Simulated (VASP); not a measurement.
# Li2B (I4/mmm) in VASP: single point with PBE

Aim: the single point of Li2B with PBE.

Program: VASP 6.6.1. These are calculated values, not measurements. Logs are shortened: lines on timing, memory, paths and dates and some standing lists are left out, and cuts for length are marked.

## 1. The cell of the first run

Symmetry: I4/mmm, No. 139, tetragonal system. The conventional cell has a = 2.315 Å, b = 2.315 Å, c = 11.761 Å, α = 90.00°, β = 90.00°, γ = 90.00°. Li (site symmetry 4mm) has 4 B at 2.28 Å and 4 Li at 2.32 Å within 3.0 Å. Within 3.0 Å of B (site symmetry 4/mmm) lie 8 Li at 2.28 Å and 4 B at 2.32 Å.

The cell was built from a structure type or drawn by symmetry, and may not be a known phase.

## 2. Single point, PBE

Contents of INCAR:

```
SYSTEM = Li2B
PREC = Accurate ; ENCUT = 520
EDIFF = 1E-6 ; ISMEAR = 0
SIGMA = 0.1 ; LREAL = .False.
LASPH = .True. ; NELM = 80
ALGO = Fast ; ISIF = 2
LWAVE = .False. ; LCHARG = .True.
GGA = PE ; LELF = .True.
LVHAR = .True. ; NBANDS = 12
```

Contents of KPOINTS:

```
regular mesh
0
Gamma
  26 26 26
  0 0 0
```

Contents of POSCAR:

```
Li2B
1.0
   -1.1577270582      1.1577270582      5.8807111215
    1.1577270582     -1.1577270582      5.8807111215
    1.1577270582      1.1577270582     -5.8807111215
Li B
2 1
Direct
    0.1345854272      0.1345854272      0.0000000000
    0.8654145728      0.8654145728      0.0000000000
    0.5000000000      0.5000000000      0.0000000000
```

Potentials or basis: VASP PAW PBE potentials, release 64 (Li_sv, B).

The run is started by

```console
cat potpaw_PBE.64/Li_sv/POTCAR potpaw_PBE.64/B/POTCAR > POTCAR
mpirun -np 1 vasp_std > vasp.out
```

OUTCAR:

```text
SYSTEM = Li2B
   PREC = Accurate
   ENCUT = 520
   EDIFF = 1E-6
   ISMEAR = 0
   LREAL = .False.
   LASPH = .True.
   NELM = 80
   ISIF = 2
   GGA = PE

 ion  position               nearest neighbor table
   1  0.135  0.135  0.000-   3 2.28   3 2.28   3 2.28   3 2.28
   2  0.865  0.865  0.000-   3 2.28   3 2.28   3 2.28   3 2.28
   3  0.500  0.500  0.000-   1 2.28   1 2.28   1 2.28   2 2.28   1 2.28   2 2.28   2 2.28   2 2.28

  LATTYP: Found a body centered tetragonal cell.
 ALAT       =     2.3154541164
 C/A-ratio  =     5.0795315527

  Lattice vectors:

 A1 = (  -1.1577270582,   1.1577270582,   5.8807111215)
 A2 = (   1.1577270582,  -1.1577270582,   5.8807111215)
 A3 = (   1.1577270582,   1.1577270582,  -5.8807111215)

Analysis of symmetry for initial positions (statically):
=====================================================================
 Subroutine PRICEL returns:
 Original cell was already a primitive cell.

 Routine SETGRP: Setting up the symmetry group for a
 body centered tetragonal supercell.

 Subroutine GETGRP returns: Found 16 space group operations
 (whereof 16 operations were pure point group operations)
 out of a pool of 16 trial point group operations.

The static configuration has the point symmetry D_4h.

Analysis of symmetry for dynamics (positions and initial velocities):
=====================================================================
 Subroutine PRICEL returns:
 Original cell was already a primitive cell.

 Routine SETGRP: Setting up the symmetry group for a
 body centered tetragonal supercell.

 Subroutine GETGRP returns: Found 16 space group operations
 (whereof 16 operations were pure point group operations)
 out of a pool of 16 trial point group operations.

The dynamic configuration has the point symmetry D_4h.

 Subroutine INISYM returns: Found 16 space group operations
 (whereof 16 operations are pure point group operations),
 and found     1 'primitive' translations

----------------------------------------------------------------------------------------

                                     Primitive cell

  volume of cell :      31.5284

  direct lattice vectors                    reciprocal lattice vectors
    -1.157727058  1.157727058  5.880711122     0.000000000  0.431880724  0.085023731
     1.157727058 -1.157727058  5.880711122     0.431880724  0.000000000  0.085023731
     1.157727058  1.157727058 -5.880711122     0.431880724  0.431880724  0.000000000

  length of vectors
     6.104377706  6.104377706  6.104377706     0.440170415  0.440170415  0.610771577

  position of ions in fractional coordinates (direct lattice)
     0.134585427  0.134585427  0.000000000
     0.865414573  0.865414573  0.000000000
     0.500000000  0.500000000  0.000000000

  ion indices of the primitive-cell ions
   primitive index   ion index
                 1           1
                 2           2
                 3           3

----------------------------------------------------------------------------------------

 KPOINTS: regular mesh

Automatic generation of k-mesh.
 Grid dimensions read from file:
 generate k-points for:   26   26   26

 Generating k-lattice:

  Cartesian coordinates                     Fractional coordinates (reciprocal lattice)
     0.000000000  0.016610797  0.003270143     0.038461538  0.000000000 -0.000000000
     0.016610797  0.000000000  0.003270143     0.000000000  0.038461538 -0.000000000
     0.016610797  0.016610797  0.000000000     0.000000000  0.000000000  0.038461538

  Length of vectors
     0.016929631  0.016929631  0.023491215

  Shift w.r.t. Gamma in fractional coordinates (k-lattice)
     0.000000000  0.000000000  0.000000000

 Subroutine IBZKPT returns following result:
 ===========================================

 Found   1330 irreducible k-points:

 Following reciprocal coordinates:
            Coordinates               Weight
  0.000000  0.000000  0.000000      1.000000
  0.038462 -0.000000  0.000000      8.000000
  0.076923 -0.000000  0.000000      8.000000
  0.115385 -0.000000  0.000000      8.000000
  0.153846  0.000000  0.000000      8.000000
  0.192308 -0.000000  0.000000      8.000000
[... 16 lines left out ...]
  0.346154  0.038462  0.000000     16.000000
  0.384615  0.038462  0.000000     16.000000
 [... further k-points ...]
   k-points           NKPTS =   1330   k-points in BZ     NKDIM =   1330   number of bands    NBANDS=     12
   number of dos      NEDOS =    301   number of ions     NIONS =      3
   total plane-waves  NPLWV = 110592
   dimension x,y,z NGX =    48 NGY =   48 NGZ =   48
   dimension x,y,z NGXF=    96 NGYF=   96 NGZF=   96
   ions per type =               2   1
   NGX,Y,Z   is equivalent  to a cutoff of  13.07, 13.07, 13.07 a.u.
   NGXF,Y,Z  is equivalent  to a cutoff of  26.14, 26.14, 26.14 a.u.
 SYSTEM =  Li2B
   PREC   = accura    normal or accurate (medium, high low for compatibility)
   ISTART =      0    job   : 0-new  1-cont  2-samecut
   ICHARG =      2    charge: 1-file 2-atom 10-const
   ISPIN  =      1    spin polarized calculation?
   LNONCOLLINEAR =      F non collinear calculations
   LSORBIT =      F    spin-orbit coupling
   LASPH  =      T    aspherical Exc in radial PAW
   ENCUT  =  520.0 eV  38.22 Ry    6.18 a.u.  11.35 11.35 11.35*2*pi/ulx,y,z
   NELM   =     80;   NELMIN=  2; NELMDL= -5     # of ELM steps
   EDIFF  = 0.1E-05   stopping-criterion for ELM
   LREAL  =      F    real-space projection
   EDIFFG = 0.1E-04   stopping-criterion for IOM
   NSW    =      0    number of steps for IOM
   IBRION =     -1    ionic relax: 0-MD 1-quasi-New 2-CG
   NFREE  =      0    steps in history (QN), initial steepest desc. (CG)
   ISIF   =      2    stress and relaxation
   ISYM   =      2    0-nonsym 1-usesym 2-fastsym
   POTIM  = 0.5000    time-step for ionic-motion
   TEBEG  =    0.0;   TEEND  =   0.0 temperature during run
   PSTRESS=    0.0 pullay stress
   NELECT =       9.0000    total number of electrons
   NUPDOWN=      -1.0000    fix difference up-down
   EMIN   =  10.00;   EMAX   =-10.00  energy-range for DOS
   EFERMI =   0.00;   METHOD = LEGACY
   ISMEAR =     0;   SIGMA  =   0.10  broadening in eV -4-tet -1-fermi 0-gaus
   EFERMI_NEDOS =   21; number of points for ismear=-14 and -15
   IALGO  =     68    algorithm
   IMIX   =      4    mixing-type and parameters
     AMIX     =   0.40;   BMIX     =  1.00
     AMIX_MAG =   1.60;   BMIX_MAG =  1.00
  volume/ion in A,a.u.               =      10.51        70.92
  Fermi-wavevector in a.u.,A,eV,Ry     =   1.077924  2.036982 15.808892  1.161921
  Thomas-Fermi vector in A             =   2.213849
   LORBIT       =      0    0 simple, 1 ext, 2 COOP (PROOUT), +10 PAW based schemes
   GGA     = PE    functional components
   LHFCALC =     F    Hartree Fock is set to
   AEXX    =    0.0000 exact exchange contribution
   IVDW    =     0    specifies the selected vdW correction
   LEPSILON=     F    determine dielectric tensor
   LRPA    =     F    only Hartree local field effects (RPA)
 non-spin polarized calculation
 RMM-DIIS sequential band-by-band and
 Gauss-broadening in eV      SIGMA  =   0.10
  energy-cutoff  :      520.00
  volume of cell :       31.53
 maximum number of plane-waves:       865
 NGX is ok and might be reduce to    48
   NGX = 23   NGY = 23   NGZ = 23

 number of electron       8.9999998 magnetization

 Free energy of the ion-electron system (eV)
  ---------------------------------------------------
  ext. energy  EPLUGINS =         0.00000000
  ---------------------------------------------------
  free energy    TOTEN  =        -9.25042514 eV

  energy without entropy =       -9.24627436  energy(sigma->0) =       -9.24834975

 E-fermi :   2.7089     XC(G=0):  -9.2663

 val. band max:        2.7081620140   @ k =   0.2692   0.0769   0.0385
 cond. band min:       2.7114563215   @ k =   0.2692   0.1154   0.0000
 fundamental gap:      0.0032943074
 Fermi energy:         2.7089439517

 k-point     1 :       0.0000    0.0000    0.0000
  band No.  band energies     occupation
      1     -42.4794      2.00000
      2     -42.4663      2.00000
      3      -6.8821      2.00000
      4      -0.0632      2.00000
      5       0.3520      2.00000
      6       9.5937      0.00000
      7      11.3201      0.00000
      8      11.3201      0.00000
      9      13.4292      0.00000
     10      20.3205      0.00000
     11      20.9513      0.00000
     12      20.9867      0.00000

 k-point     2 :       0.0385   -0.0000    0.0000
  band No.  band energies     occupation
      1     -42.4777      2.00000
      2     -42.4648      2.00000
      3      -6.8507      2.00000
      4      -0.0530      2.00000
      5       0.3986      2.00000
      6       9.6042      0.00000
      7      11.0314      0.00000
      8      11.3451      0.00000
      9      13.5028      0.00000
     10      20.3309      0.00000
     11      20.4899      0.00000
     12      21.0514      0.00000

 k-point     3 :       0.0769   -0.0000    0.0000
  band No.  band energies     occupation
      1     -42.4729      2.00000
      2     -42.4602      2.00000
      3      -6.7568      2.00000
      4      -0.0171      2.00000
      5       0.5325      2.00000
      6       9.6215      0.00000
      7      10.3117      0.00000
      8      11.4193      0.00000
      9      13.6632      0.00000
     10      19.0984      0.00000
     11      20.8121      0.00000
     12      21.2349      0.00000
[... 286 lines left out ...]
 k-point    23 :       0.3462    0.0385    0.0000
  band No.  band energies     occupation
      1     -42.3871      2.00000
      2     -42.3811      2.00000
      3      -4.3290      2.00000
      4       1.0563      2.00000
      5       1.9701      2.00000
      6       4.1753      0.00000
      7       9.7105      0.00000
      8      11.9610      0.00000
      9      12.7693      0.00000
     10      13.4440      0.00000
     11      15.1396      0.00000
     12      19.2556      0.00000

 k-point    24 :       0.3846    0.0385    0.0000
  band No.  band energies     occupation
      1     -42.3765      2.00000
      2     -42.3716      2.00000
      3      -3.7477      2.00000
      4       1.0275      2.00000
      5       1.3732      2.00000
      6       4.6706      0.00000
      7       9.2580      0.00000
      8      11.6511      0.00000
      9      12.7609      0.00000
     10      13.0392      0.00000
     11      14.7500      0.00000
     12      19.4885      0.00000

 [... further k-points ...]

------------------------ aborting loop because EDIFF is reached ----------------------------------------

  FORCE on cell =-STRESS in cart. coord.  units (eV):
  Direction    XX          YY          ZZ          XY          YZ          ZX
  --------------------------------------------------------------------------------------
  -------------------------------------------------------------------------------------
  Total       -0.0136522     -0.0136522     -0.0053382      0.0000000     -0.0000000      0.0000000
  in kB       -0.6937648     -0.6937648     -0.2712701      0.0000000     -0.0000000      0.0000000
  external PRESSURE =      -0.5529332 kB  Pullay stress =       0.0000000 kB

 VOLUME and BASIS-vectors are now :
 -----------------------------------------------------------------------------
  energy-cutoff  :      520.00
  volume of cell :       31.53
      direct lattice vectors                 reciprocal lattice vectors
    -1.157727058  1.157727058  5.880711122     0.000000000  0.431880724  0.085023731
     1.157727058 -1.157727058  5.880711122     0.431880724  0.000000000  0.085023731
     1.157727058  1.157727058 -5.880711122     0.431880724  0.431880724  0.000000000

 POSITION                                       TOTAL-FORCE (eV/Angst)
 -----------------------------------------------------------------------------------
      0.00000      0.00000      1.58292        -0.000000     -0.000000      0.005704
      0.00000      0.00000     10.17851         0.000000      0.000000     -0.005704
      0.00000      0.00000      5.88071        -0.000000     -0.000000      0.000000
 -----------------------------------------------------------------------------------
    total drift:                                0.000000     -0.000000      0.000000

  FREE ENERGIE OF THE ION-ELECTRON SYSTEM (eV)
  ---------------------------------------------------
  free  energy   TOTEN  =        -9.2504251402 eV

  energy  without entropy=       -9.2462743582  energy(sigma->0) =       -9.24834975
```

It took 49 min on 1 thread of Intel Xeon Platinum 8375C at 2.90GHz (Ice Lake), shared host; peak memory 0.66 GiB.

Results:

```
Free energy            : -9.2504 eV
Largest force          : 0.006 eV/Å
Band gap on the k mesh : zero (an odd number of electrons rules out a gap without spin polarisation)
```

Forces in eV/Å, atoms in the order of the input:
```
Li   0.000  0.000  0.006
Li   0.000  0.000 -0.006
B    0.000  0.000  0.000
```

Levels at points of the mesh, in eV from the Fermi level:
```tsv
k point	band 2	band 3	band 4	band 5	band 6	band 7	band 8	band 9
(0.00, 0.00, 0.00)	-45.18	-9.59	-2.77	-2.36	6.88	8.61	8.61	10.72
(0.50, 0.00, 0.00)	-45.07	-4.81	-3.76	-1.12	3.40	5.10	8.22	9.83
(0.50, 0.50, 0.00)	-44.97	-0.67	-0.63	1.60	4.07	5.88	7.25	7.70
(0.50, 0.50, 0.50)	-45.18	-9.58	-3.63	-0.85	4.46	8.60	8.60	16.14
```

Caveat: the cutoff is under 1.25 times the usual one of these potentials, so pressure, stress and relaxed cells hold a basis-set (Pulay) error.
